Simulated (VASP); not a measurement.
BN:

```
CELL_PARAMETERS angstrom
0.00000 1.80483 1.80483
1.87702 0.00000 1.80483
1.87702 1.80483 0.00000
ATOMIC_POSITIONS crystal
B 0.00000 0.00000 0.00000
N 0.25000 0.25000 0.25000
```

This cell differs from its parent crystal: uniaxial x strain +4.0%.

Base run:

* Program: VASP 6.6.1
* Functional: PBE
* Potentials or basis: VASP PAW PBE potentials, release 64 (B, N)
* Cutoff: 520 eV
* k mesh: 12 × 12 × 12
* Occupations: fermi-dirac, width 0.02 eV
* Spin: no spin polarisation

Its results: band gap on the k mesh 4.08 eV, indirect (least direct gap 8.44 eV); pressure -9.3 GPa.

Problem. The run is repeated on the same cell with these changes: functional from PBE to r2SCAN; occupations from fermi-dirac, width 0.02 eV to gaussian, width 0.01 eV. What comes out?

Solution. Band gap on the k mesh 4.58 eV, indirect (least direct gap 9.14 eV); pressure -13.3 GPa.

Caveats: the PAW data sets were made with another functional, which shifts forces and pressure a little (some runs).

A k mesh can miss the band edges.
